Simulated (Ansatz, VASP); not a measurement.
**One calculation of BP, two programs**

```
B P
1.0
     0.00000    2.27338    2.30829
     2.27338    0.00000    2.30829
     2.27338    2.27338    0.00000
B P
1 1
Cartesian
  0.0000 0.0000 0.0000
  1.1367 1.1367 1.1541
```

Change from the starting cell: strained cell.

Alike in both runs: functional PBE; k mesh 8 × 8 × 8; occupations gaussian, width 0.02 eV; no spin polarisation.

Ansatz relaxed the structure, and its values are those at the end. VASP's run is a single point on that final structure, the one shown.

|  | VASP | Ansatz |
| --- | --- | --- |
| version | VASP 6.6.1 | Ansatz 0.2.0 |
| potentials or method | VASP PAW PBE potentials, release 64 (B, P), cutoff 500 eV | scalar-relativistic, plane waves, PAW |
| valence electrons in the cell | 8 | 8 |

Ansatz gave:

```
gap on the k mesh at the Fermi level (eV) : 1.18
least direct gap on the mesh (eV)         : 3.30
pressure (GPa)                            : -2.2
```

Estimate VASP's values.

gap on the k mesh at the Fermi level (eV): 1.18; least direct gap on the mesh (eV): 3.29; pressure (GPa): -2.4.

With one functional, cell and mesh, what is left measures potentials, basis and numerics. Ansatz's warnings: stress scf threshold loose.
